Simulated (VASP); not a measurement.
Wanted: the native input for a VASP 6.6.1 run.

- Task: relaxation of cell and atoms
- Functional: PBEsol
- Potentials or basis: VASP PAW PBE potentials, release 64 (Cu)
- Cutoff: 600 eV
- k mesh: 18 × 18 × 18
- Occupations: fermi-dirac, width 0.05 eV
- Spin: no spin polarisation
- Dipole correction: no
- Further INCAR settings: ALGO = Normal; EDIFF = 1e-07; IBRION = 2; EDIFFG = -0.01; NSW = 80; ISIF = 3

The structure of Cu lies in POSCAR:

```
Cu
1.0
    0.0000000000      1.8074800000      1.8074800000
    1.8074800000      0.0000000000      1.8074800000
    1.8074800000      1.8074800000      0.0000000000
Cu
1
Direct
    0.0000000000      0.0000000000      0.0000000000
```

These files were run (other wordings do the same):

INCAR

```
SYSTEM = Cu
  PREC = Accurate
  ENCUT = 600
  EDIFF = 1E-7
  ISMEAR = -1
  SIGMA = 0.05
  LREAL = .FALSE.
  LASPH = .TRUE.
  NELM = 120
  ALGO = Normal
  ISIF = 3
  LWAVE = .FALSE.
  LCHARG = .FALSE.
  GGA = PS
  IBRION = 2
  NSW = 80
  EDIFFG = -0.01
  GGA_COMPAT = .FALSE.
  NELMIN = 4
```

KPOINTS

```
Automatic mesh
0
G
  18 18 18
  0 0 0
```

Potentials or basis: VASP PAW PBE potentials, release 64 (Cu).

Command:

```sh
$ cat potpaw_PBE.64/Cu/POTCAR > POTCAR
$ mpirun -np 1 vasp_std > vasp.out
```

It gave:

The relaxed volume is 11.37 Å³/atom and the relaxed cell is a = 2.524 Å, b = 2.524 Å, c = 2.524 Å, α = 60.00°, β = 60.00°, γ = 60.00°. The space group after relaxing (to 0.05 Å) is Fm-3m (No. 225), the energy gained by relaxing is 8.0 meV/atom and the ionic steps are 3. The pressure after relaxing is 0.0 GPa.

Caveat: the PAW data sets were made with another functional, which shifts forces and pressure a little.

It took 95 s on 1 thread of Intel Xeon 8259CL (shared host), peak memory 0.15 GiB.
